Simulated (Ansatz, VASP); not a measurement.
# BP: VASP beside Ansatz

Contents of INCAR:

```
SYSTEM = BP
PREC = Accurate ; ENCUT = 500
EDIFF = 1E-6 ; ISMEAR = 0
SIGMA = 0.1 ; LREAL = .False.
LASPH = .True. ; NELM = 120
ALGO = Normal ; ISIF = 2
LWAVE = .False. ; LCHARG = .False.
GGA = PE ; NBANDS = 11
GGA_COMPAT = .False.
```

Contents of KPOINTS:

```
Automatic mesh
0
Gamma
  6 6 6
  0 0 0
```

POSCAR

```
BP
1.0
    0.0000000000      2.2690000000      2.2690000000
    2.2690000000      0.0000000000      2.2690000000
    2.2690000000      2.2690000000      0.0000000000
B P
1 1
Direct
    0.0000000000      0.0000000000      0.0000000000
    0.2500000000      0.2500000000      0.2500000000
```

Input for Ansatz:

```yaml
crystal:
  lattice:
    - [0.0, 2.269, 2.269]
    - [2.269, 0.0, 2.269]
    - [2.269, 2.269, 0.0]
  atoms:
    - { symbol: B, position: [0.0, 0.0, 0.0] }
    - { symbol: P, position: [0.75, 0.75, 0.75] }
basis:
  ecutwfc: 420
kpoints:
  mp_grid: { grid: [6, 6, 6] }
hamiltonian:
  xc: pbe
scf:
  occupations: { method: gaussian, width: 0.1 }
output:
  forces: true
  stress: true
  eigenvalues: true
```

Alike in both runs: task single point; functional PBE; k mesh 6 × 6 × 6; occupations gaussian, width 0.1 eV; no spin polarisation.

|  | VASP | Ansatz |
| --- | --- | --- |
| version | VASP 6.6.1 | Ansatz 0.2.0 |
| potentials or method | VASP PAW PBE potentials, release 64 (B, P), cutoff 500 eV | scalar-relativistic, plane waves, PAW |
| valence electrons in the cell | 8 | 8 |

Ansatz gave:

```
gap on the k mesh at the Fermi level (eV) : 1.33
least direct gap on the mesh (eV)         : 3.40
pressure (GPa)                            : 1.3
```

Task: Estimate VASP's values.

Result: gap on the k mesh at the Fermi level (eV): 1.33; least direct gap on the mesh (eV): 3.40; pressure (GPa): 1.0.
